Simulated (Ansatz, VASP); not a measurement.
# Two plane-wave programs on AlN

```
Al N
1.0
     0.00000    1.93279    1.98366
     1.93279    0.00000    1.98366
     1.93279    1.93279    0.00000
Al N
1 1
Direct
  0.50000 0.50000 0.50000
  0.00000 0.00000 0.00000
```

Change from the starting cell: strain -0.050 along x and y, -0.025 along z, atoms carried along.

Alike in both runs: task single point; functional LDA; k mesh 10 × 10 × 10; occupations gaussian, width 0.05 eV; no spin polarisation.

|  | VASP | Ansatz |
| --- | --- | --- |
| version | VASP 6.6.1 | Ansatz 0.2.0 |
| potentials or method | VASP PAW LDA potentials, release 64 (Al, N), cutoff 600 eV | scalar-relativistic, plane waves, PAW |
| valence electrons in the cell | 8 | 8 |

```tsv
	VASP	Ansatz	Ansatz less VASP
gap on the k mesh at the Fermi level (eV)	4.78	4.78	+0.003
least direct gap on the mesh (eV)	7.30	7.27	-0.029
pressure (GPa)	29.0	28.2	-0.87
traceless stress, the component that is largest in VASP (GPa)	-8.39	-8.15	+0.238
```

LDA's correlation is that of Perdew and Zunger in VASP and of Perdew and Wang (1992) in Ansatz. Both programs put the cell under a high pressure, so it lies far from rest at this level.
